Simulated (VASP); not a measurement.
Write the native input for VASP 6.6.1 that does the following.

```yaml
Task: single point
Functional: PBE
Potentials_or_basis: VASP PAW PBE potentials, release 64 (C)
Cutoff: 520 eV
k_mesh: 13 × 13 × 13
Occupations: gaussian, width 0.027 eV
Spin: no spin polarisation
Dipole_correction: no
Further_INCAR_settings: ALGO = Normal; EDIFF = 1e-06; NBANDS = 11
```

The structure of C lies in POSCAR:

```
C
1.0
    0.0000000000      1.7833700000      1.7833700000
    1.7833700000      0.0000000000      1.7833700000
    1.7833700000      1.7833700000      0.0000000000
C
2
Direct
    0.7500000000      0.7500000000      0.7500000000
    0.5000000000      0.5000000000      0.5000000000
```

The input as run:

INCAR

```
  ALGO = Normal
  EDIFF = 1E-6
  ENCUT = 520
  GGA = PE
  ISIF = 2
  ISMEAR = 0
  LASPH = True
  LCHARG = True
  LELF = True
  LREAL = False
  LVHAR = True
  LWAVE = False
  NBANDS = 11
  NELM = 100
  PREC = Accurate
  SIGMA = 0.027000000000000003
```

KPOINTS

```
k-points
0
Gamma
  13 13 13
```

Potentials or basis: VASP PAW PBE potentials, release 64 (C).

Run with:

```console
$ cat potpaw_PBE.64/C/POTCAR > POTCAR
$ mpirun -np 1 vasp_std > vasp.out
```

Results of the run:

```json
{"Pressure": "2.5 GPa", "Band gap on the k mesh": "4.14 eV, indirect (least direct gap 5.59 eV)"}
```

Run time: 9.3 s on 1 thread of Intel(R) Xeon(R) Platinum 8488C (Sapphire Rapids), on a shared host, peak memory 0.12 GiB.
